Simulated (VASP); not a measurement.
# Cd3SeS2 (P3m1) in VASP: further runs, part 2 of 2

VASP 6.6.1.

## 4. Single point, PBE (volume scaled by 0.91, then relaxed in part)

INCAR reads:

```
PREC = Accurate ; ENCUT = 520
EDIFF = 1E-6 ; ISMEAR = 0
SIGMA = 0.02 ; LREAL = False
LASPH = True ; NELM = 100
ALGO = Normal ; ISIF = 2
LWAVE = False ; LCHARG = False
GGA = PE ; NBANDS = 36
```

KPOINTS reads:

```
Automatic mesh
0
Gamma
  6 6 4
```

POSCAR reads:

```
Cd3SeS2
1.0
    4.1195561785      0.0000000280      0.0000000000
   -2.0597781135      3.5676402889      0.0000000000
    0.0000000000      0.0000000000     10.1113438467
Cd Se S
3 1 2
Direct
    0.0000000000      0.0000000000      0.9902333357
    0.3333333333      0.6666666667      0.6664405923
    0.6666666667      0.3333333333      0.3438922515
    0.0000000000      0.0000000000      0.2466838593
    0.3333333333      0.6666666667      0.9132065584
    0.6666666667      0.3333333333      0.5895424029
```

The run is started by

```
$ cat potpaw_PBE.64/Cd/POTCAR potpaw_PBE.64/Se/POTCAR potpaw_PBE.64/S/POTCAR > POTCAR
$ mpirun -np 1 vasp_std > vasp.out
```

It took 67 s on 1 thread of Intel Xeon 6975P-C (Granite Rapids), shared host; peak memory 0.33 GiB.

The run converged. Its results:

```yaml
Free_energy: -17.4687 eV
Pressure: 6.3 GPa
Largest_force: 0.005 eV/Å
Band_gap_on_the_k_mesh: 0.85 eV, direct
```

Forces on the atoms (eV/Å):
```
Cd   0.000  0.000 -0.001
Cd   0.000  0.000 -0.003
Cd   0.000  0.000  0.000
Se   0.000  0.000 -0.005
S    0.000  0.000  0.004
S    0.000  0.000  0.005
```

Levels at points of the mesh, in eV from the valence-band top:
| k point | band 23 | band 24 | band 25 | band 26 | band 27 | band 28 | band 29 | band 30 | band 31 | band 32 |
| --- | --- | --- | --- | --- | --- | --- | --- | --- | --- | --- |
| (0.00, 0.00, 0.00) | -0.75 | -0.75 | -0.23 | 0.00 | 0.00 | 0.85 | 2.53 | 2.86 | 6.09 | 6.13 |
| (0.50, 0.00, 0.00) | -2.25 | -1.91 | -1.73 | -1.54 | -1.04 | 3.10 | 3.57 | 3.65 | 4.00 | 5.61 |
| (0.00, 0.00, 0.50) | -1.11 | -0.63 | -0.63 | -0.06 | -0.06 | 2.00 | 2.09 | 2.76 | 5.67 | 6.09 |
| (0.50, 0.00, 0.50) | -2.42 | -2.15 | -1.82 | -1.01 | -0.89 | 2.66 | 3.56 | 3.78 | 4.53 | 4.76 |

## 5. Single point, PBE (volume scaled by 0.94, then relaxed in part)

INCAR reads:

```
  ALGO = Normal
  EDIFF = 1E-7
  ENCUT = 520
  GGA = PE
  ISIF = 2
  ISMEAR = 0
  LASPH = T
  LCHARG = F
  LREAL = F
  LWAVE = F
  NBANDS = 36
  NELM = 60
  PREC = Accurate
  SIGMA = 0.02
```

KPOINTS reads:

```
k-points
0
Gamma
  6 6 4
```

POSCAR reads:

```
Cd3SeS2
1.0
    4.1647263914      0.0000000283      0.0000000000
   -2.0823632202      3.6067588406      0.0000000000
    0.0000000000      0.0000000000     10.2193494486
Cd Se S
3 1 2
Direct
    0.0000000000      0.0000000000      0.9905149842
    0.3333333333      0.6666666667      0.6665033990
    0.6666666667      0.3333333333      0.3435301945
    0.0000000000      0.0000000000      0.2470873531
    0.3333333333      0.6666666667      0.9131470565
    0.6666666667      0.3333333333      0.5892160128
```

The run is started by

```
$ cat potpaw_PBE.64/Cd/POTCAR potpaw_PBE.64/Se/POTCAR potpaw_PBE.64/S/POTCAR > POTCAR
$ mpirun -np 1 vasp_std > vasp.out
```

Run time: 69 s. Hardware: 1 thread of Intel Xeon 6975P-C (Granite Rapids), shared host; peak memory 0.33 GiB.

Results (log left out):

* Free energy: -17.6246 eV
* Pressure: 3.9 GPa
* Largest force: 0.005 eV/Å
* Band gap on the k mesh: 0.78 eV, direct

Forces on the atoms (eV/Å):
```
Cd   0.000  0.000 -0.001
Cd   0.000  0.000 -0.004
Cd   0.000  0.000  0.000
Se   0.000  0.000 -0.005
S    0.000  0.000  0.004
S    0.000  0.000  0.005
```

Levels at points of the mesh, in eV from the valence-band top:
| k point | band 23 | band 24 | band 25 | band 26 | band 27 | band 28 | band 29 | band 30 | band 31 | band 32 |
| --- | --- | --- | --- | --- | --- | --- | --- | --- | --- | --- |
| (0.00, 0.00, 0.00) | -0.72 | -0.72 | -0.22 | 0.00 | 0.00 | 0.78 | 2.49 | 2.80 | 6.09 | 6.15 |
| (0.50, 0.00, 0.00) | -2.12 | -1.82 | -1.65 | -1.46 | -0.98 | 3.17 | 3.50 | 3.60 | 3.97 | 5.62 |
| (0.00, 0.00, 0.50) | -1.05 | -0.60 | -0.60 | -0.06 | -0.06 | 1.94 | 2.03 | 2.71 | 5.67 | 6.07 |
| (0.50, 0.00, 0.50) | -2.29 | -2.04 | -1.72 | -0.95 | -0.84 | 2.62 | 3.59 | 3.81 | 4.48 | 4.71 |

## 6. Single point, PBE (volume scaled by 0.97, then relaxed in part)

INCAR reads:

```
SYSTEM = Cd3SeS2
PREC = Accurate ; ENCUT = 520
EDIFF = 1E-7 ; ISMEAR = 0
SIGMA = 0.02 ; LREAL = .False.
LASPH = .True. ; NELM = 80
ALGO = Normal ; ISIF = 2
LWAVE = .False. ; LCHARG = .True.
GGA = PE ; LELF = .True.
LVHAR = .True. ; NBANDS = 36
```

KPOINTS reads:

```
Automatic mesh
0
Gamma
  6 6 4
  0 0 0
```

POSCAR reads:

```
Cd3SeS2
1.0
    4.2089709685      0.0000000286      0.0000000000
   -2.1044855090      3.6450757682      0.0000000000
    0.0000000000      0.0000000000     10.3249562540
Cd Se S
3 1 2
Direct
    0.0000000000      0.0000000000      0.9907603040
    0.3333333333      0.6666666667      0.6665636366
    0.6666666667      0.3333333333      0.3432019676
    0.0000000000      0.0000000000      0.2474704735
    0.3333333333      0.6666666667      0.9130830994
    0.6666666667      0.3333333333      0.5889195189
```

Potentials or basis: VASP PAW PBE potentials, release 64 (Cd, Se, S).

The run is started by

```
$ cat potpaw_PBE.64/Cd/POTCAR potpaw_PBE.64/Se/POTCAR potpaw_PBE.64/S/POTCAR > POTCAR
$ mpirun -np 1 vasp_std > vasp.out
```

Wall time 71 s (1 thread of Intel Xeon 6975P-C (Granite Rapids), shared host); peak memory 0.34 GiB.

The run converged. Its results:

* Free energy: -17.7144 eV
* Pressure: 2.0 GPa
* Largest force: 0.005 eV/Å
* Band gap on the k mesh: 0.72 eV, direct

Forces in eV/Å, atoms in the order of the input:
```
Cd   0.000  0.000 -0.001
Cd   0.000  0.000 -0.004
Cd   0.000  0.000  0.001
Se   0.000  0.000 -0.005
S    0.000  0.000  0.004
S    0.000  0.000  0.004
```

Levels at points of the mesh, in eV from the valence-band top:
```tsv
k point	band 23	band 24	band 25	band 26	band 27	band 28	band 29	band 30	band 31	band 32
(0.00, 0.00, 0.00)	-0.68	-0.68	-0.21	0.00	0.00	0.72	2.45	2.74	6.09	6.16
(0.50, 0.00, 0.00)	-2.01	-1.73	-1.56	-1.38	-0.93	3.22	3.43	3.55	3.94	5.62
(0.00, 0.00, 0.50)	-1.00	-0.58	-0.58	-0.05	-0.05	1.88	1.97	2.66	5.67	6.05
(0.50, 0.00, 0.50)	-2.17	-1.93	-1.63	-0.90	-0.80	2.58	3.61	3.83	4.43	4.65
```

## 7. Summary

```tsv
cell	k mesh	smearing	gap on the mesh (eV)	pressure (GPa)	largest force (eV/Å)
a = 4.252, b = 4.252, c = 10.428 Å, angles 90.0, 90.0, 120.0°, 6 atoms	6 × 6 × 2	gaussian 0.1 eV	0.66	0.3	0.01
a = 4.073, b = 4.073, c = 10.001 Å, angles 90.0, 90.0, 120.0°, 6 atoms	6 × 6 × 4	gaussian 0.02 eV	0.91	9.1	0.01
a = 4.120, b = 4.120, c = 10.111 Å, angles 90.0, 90.0, 120.0°, 6 atoms	6 × 6 × 4	gaussian 0.02 eV	0.85	6.3	0.01
a = 4.165, b = 4.165, c = 10.219 Å, angles 90.0, 90.0, 120.0°, 6 atoms	6 × 6 × 4	gaussian 0.02 eV	0.78	3.9	-
a = 4.209, b = 4.209, c = 10.325 Å, angles 90.0, 90.0, 120.0°, 6 atoms	6 × 6 × 4	gaussian 0.02 eV	0.72	2.0	-
```

Alike in all rows: task single point; level PBE; potentials or basis VASP PAW PBE potentials, release 64 (Cd, Se, S); no spin polarisation; cutoff (eV) 520.

Absolute energies hang on the potentials; compare differences alone.
